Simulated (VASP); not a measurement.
# Mg2Si (Fm-3m) in VASP: a series of runs, part 2 of 2

VASP 6.6.1. Earlier steps stand in the parts before.

## 4. Single point, PBE

This run uses another cell than the first one, of 21.48 Å³/atom.

INCAR reads:

```
SYSTEM = Mg2Si
PREC     = Accurate       ! precision mode
ENCUT    = 600            ! plane-wave cutoff, eV
EDIFF    = 1E-6           ! SCF threshold, eV
ISMEAR   = 0              ! smearing method
SIGMA    = 0.01           ! smearing width, eV
LREAL    = .False.        ! projectors in reciprocal space
LASPH    = .True.         ! aspherical terms in the spheres
NELM     = 120            ! most SCF steps
ALGO     = Normal         ! electronic algorithm
ISIF     = 2              ! what is computed and relaxed
LWAVE    = .False.        ! write WAVECAR
LCHARG   = .False.        ! write CHGCAR
GGA      = PE             ! functional
NBANDS   = 11             ! bands
GGA_COMPAT= .False.
```

KPOINTS reads:

```
regular mesh
0
Gamma
  6 6 6
  0 0 0
```

POSCAR reads:

```
Mg2Si
1.0
    0.0000000000      3.1820046809      3.1820046809
    3.1820046809      0.0000000000      3.1820046809
    3.1820046809      3.1820046809      0.0000000000
Mg Si
2 1
Direct
    0.2500000000      0.2500000000      0.2500000000
    0.7500000000      0.7500000000      0.7500000000
    0.0000000000      0.0000000000      0.0000000000
```

Potentials or basis: VASP PAW PBE potentials, release 64 (Mg, Si).

Launch:

```sh
$ cat potpaw_PBE.64/Mg/POTCAR potpaw_PBE.64/Si/POTCAR > POTCAR
$ mpirun -np 1 vasp_std > vasp.out
```

OUTCAR:

```text
SYSTEM = Mg2Si
   PREC = Accurate
   ENCUT = 600
   EDIFF = 1E-6
   ISMEAR = 0
   LREAL = .False.
   LASPH = .True.
   NELM = 120
   ISIF = 2
   GGA = PE

 ion  position               nearest neighbor table
   1  0.250  0.250  0.250-   3 2.76   3 2.76   3 2.76   3 2.76   2 3.18   2 3.18   2 3.18   2 3.18
                             2 3.18   2 3.18
   2  0.750  0.750  0.750-   3 2.76   3 2.76   3 2.76   3 2.76   1 3.18   1 3.18   1 3.18   1 3.18
                             1 3.18   1 3.18
   3  0.000  0.000  0.000-   2 2.76   2 2.76   2 2.76   1 2.76   1 2.76   1 2.76   2 2.76   1 2.76

  LATTYP: Found a face centered cubic cell.
 ALAT       =     6.3640093618

  Lattice vectors:

 A1 = (   0.0000000000,   3.1820046809,   3.1820046809)
 A2 = (   3.1820046809,   0.0000000000,   3.1820046809)
 A3 = (   3.1820046809,   3.1820046809,   0.0000000000)

Analysis of symmetry for initial positions (statically):
=====================================================================
 Subroutine PRICEL returns:
 Original cell was already a primitive cell.

 Routine SETGRP: Setting up the symmetry group for a
 face centered cubic supercell.

 Subroutine GETGRP returns: Found 48 space group operations
 (whereof 48 operations were pure point group operations)
 out of a pool of 48 trial point group operations.

The static configuration has the point symmetry O_h .

Analysis of symmetry for dynamics (positions and initial velocities):
=====================================================================
 Subroutine PRICEL returns:
 Original cell was already a primitive cell.

 Routine SETGRP: Setting up the symmetry group for a
 face centered cubic supercell.

 Subroutine GETGRP returns: Found 48 space group operations
 (whereof 48 operations were pure point group operations)
 out of a pool of 48 trial point group operations.

The dynamic configuration has the point symmetry O_h .

 Subroutine INISYM returns: Found 48 space group operations
 (whereof 48 operations are pure point group operations),
 and found     1 'primitive' translations

[... 117 lines left out ...]
   LRPA    =     F    only Hartree local field effects (RPA)
 non-spin polarized calculation
 Gauss-broadening in eV      SIGMA  =   0.01
  energy-cutoff  :      600.00
  volume of cell :       64.44
 maximum number of plane-waves:      2174
   NGX = 17   NGY = 17   NGZ = 17

 number of electron       8.0000000 magnetization

 Free energy of the ion-electron system (eV)
  ---------------------------------------------------
  ext. energy  EPLUGINS =         0.00000000
  ---------------------------------------------------
  free energy    TOTEN  =        -8.89589625 eV

  energy without entropy =       -8.89589625  energy(sigma->0) =       -8.89589625

 E-fermi :   3.6677     XC(G=0):  -8.7654

 val. band max:        3.5665085403   @ k =   0.0000   0.0000   0.0000
 cond. band min:       3.7747542851   @ k =   0.5000   0.5000   0.0000
 fundamental gap:      0.2082457448
 Fermi energy:         3.6677241530

 k-point     1 :       0.0000    0.0000    0.0000
  band No.  band energies     occupation
      1      -5.5191      2.00000
      2       3.5665      2.00000
      3       3.5665      2.00000
      4       3.5665      2.00000
      5       5.4054      0.00000
      6       6.1199      0.00000
      7       6.1199      0.00000
      8       6.1199      0.00000
      9       9.1987      0.00000
     10       9.1987      0.00000
     11       9.9780      0.00000
[... 197 lines left out ...]
 k-point    16 :      -0.3333    0.5000    0.1667
  band No.  band energies     occupation
      1      -3.5146      2.00000
      2      -0.4771      2.00000
      3       0.5833      2.00000
      4       1.0583      2.00000
      5       5.3034      0.00000
      6       5.6765      0.00000
      7       8.5833      0.00000
      8       8.7018      0.00000
      9      11.7086      0.00000
     10      11.9757      0.00000
     11      12.2412      0.00000

------------------------ aborting loop because EDIFF is reached ----------------------------------------

  FORCE on cell =-STRESS in cart. coord.  units (eV):
  Direction    XX          YY          ZZ          XY          YZ          ZX
  --------------------------------------------------------------------------------------
  -------------------------------------------------------------------------------------
  Total       -0.0513688     -0.0513688     -0.0513688     -0.0000000     -0.0000000      0.0000000
  in kB       -1.2772557     -1.2772557     -1.2772557     -0.0000000     -0.0000000      0.0000000
  external PRESSURE =      -1.2772557 kB  Pullay stress =       0.0000000 kB

 VOLUME and BASIS-vectors are now :
 -----------------------------------------------------------------------------
  energy-cutoff  :      600.00
  volume of cell :       64.44
      direct lattice vectors                 reciprocal lattice vectors
     0.000000000  3.182004681  3.182004681    -0.157133647  0.157133647  0.157133647
     3.182004681  0.000000000  3.182004681     0.157133647 -0.157133647  0.157133647
     3.182004681  3.182004681  0.000000000     0.157133647  0.157133647 -0.157133647

 POSITION                                       TOTAL-FORCE (eV/Angst)
 -----------------------------------------------------------------------------------
      1.59100      1.59100      1.59100         0.000000     -0.000000     -0.000000
      4.77301      4.77301      4.77301        -0.000000      0.000000      0.000000
      0.00000      0.00000      0.00000        -0.000000      0.000000      0.000000
 -----------------------------------------------------------------------------------
    total drift:                               -0.000000     -0.000000     -0.000000

  FREE ENERGIE OF THE ION-ELECTRON SYSTEM (eV)
  ---------------------------------------------------
  free  energy   TOTEN  =        -8.8958962519 eV

  energy  without entropy=       -8.8958962519  energy(sigma->0) =       -8.89589625
```

stdout:

```text
POSCAR found type information on POSCAR MgSi
 POSCAR found :  2 types and       3 ions
 scaLAPACK will be used
 LDA part: xc-table for (Slater+PW92), standard interpolation
 POSCAR, INCAR and KPOINTS ok, starting setup
 FFT: planning ... GRIDC
 FFT: planning ... GRID_SOFT
 FFT: planning ... GRID
 WAVECAR not read
 entering main loop
```

Wall time 9.9 s (1 thread of Intel Xeon Platinum 8559C (Emerald Rapids), shared host); peak memory 0.2 GiB.

Results:

```
Free energy            : -8.8959 eV
Pressure               : -0.1 GPa
Band gap on the k mesh : 0.21 eV (least direct gap 1.84 eV)
```

Levels at points of the mesh, in eV from the valence-band top:
| k point | band 1 | band 2 | band 3 | band 4 | band 5 | band 6 | band 7 | band 8 | band 9 |
| --- | --- | --- | --- | --- | --- | --- | --- | --- | --- |
| (0.00, 0.00, 0.00) | -9.09 | 0.00 | 0.00 | 0.00 | 1.84 | 2.55 | 2.55 | 2.55 | 5.63 |
| (0.50, 0.00, 0.00) | -7.67 | -4.74 | -0.70 | -0.70 | 1.23 | 2.54 | 2.54 | 4.99 | 7.97 |
| (0.50, 0.50, 0.00) | -7.12 | -4.42 | -1.94 | -1.94 | 0.21 | 0.39 | 7.89 | 7.89 | 8.36 |

## 5. Summary

| cell | gap on the mesh (eV) | pressure (GPa) |
| --- | --- | --- |
| a = 4.408 Å, angles 60.0°, 3 atoms | 0.13 | 3.7 |
| a = 4.455 Å, angles 60.0°, 3 atoms | 0.17 | 1.6 |
| a = 4.500 Å, angles 60.0°, 3 atoms | 0.21 | -0.1 |

Alike in all rows: task single point; level PBE; potentials or basis VASP PAW PBE potentials, release 64 (Mg, Si); no spin polarisation; k mesh 6 × 6 × 6; cutoff (eV) 600; smearing gaussian 0.01 eV.

Caveats: the cell stands under pressure (at least some runs).

Absolute energies hang on the potentials; compare differences alone.
